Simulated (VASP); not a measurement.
Wanted: the native input for a VASP 6.6.1 run.

```
Task                   : single point
Functional             : PBE
Potentials or basis    : VASP PAW PBE potentials, release 64 (Si)
Cutoff                 : 520 eV
k mesh                 : 9 × 9 × 9
Occupations            : fermi-dirac, width 0.05 eV
Spin                   : no spin polarisation
Dipole correction      : no
Further INCAR settings : ALGO = Normal; EDIFF = 1e-06; NBANDS = 8
```

The structure of Si lies in POSCAR:

```
Si
1.0
    2.5381813747      0.0000000000      0.0000000000
    0.0000000000      2.5381813747      0.0000000000
    0.0000000000      0.0000000000      2.5381813747
Si
1
Direct
    0.0000000000      0.0000000000      0.0000000000
```

The input as run:

INCAR

```
  PREC = Accurate
  ENCUT = 520
  EDIFF = 1E-6
  ISMEAR = -1
  SIGMA = 0.05
  LREAL = F
  LASPH = T
  NELM = 60
  ALGO = Normal
  ISIF = 2
  LWAVE = F
  LCHARG = F
  GGA = PE
  NBANDS = 8
```

KPOINTS

```
Automatic mesh
0
Gamma
  9 9 9
```

Potentials or basis: VASP PAW PBE potentials, release 64 (Si).

Run with:

```console
$ cat potpaw_PBE.64/Si/POTCAR > POTCAR
$ mpirun -np 1 vasp_std > vasp.out
```

It gave:

```yaml
Pressure: 0.0 GPa
Band_gap_on_the_k_mesh: zero (band 2 reaches 15.59 eV, above the bottom of band 3 at 6.31 eV)
```

Wall time 6.1 s on 1 thread of Intel Xeon 8259CL, with other jobs on the host, peak memory 0.12 GiB.
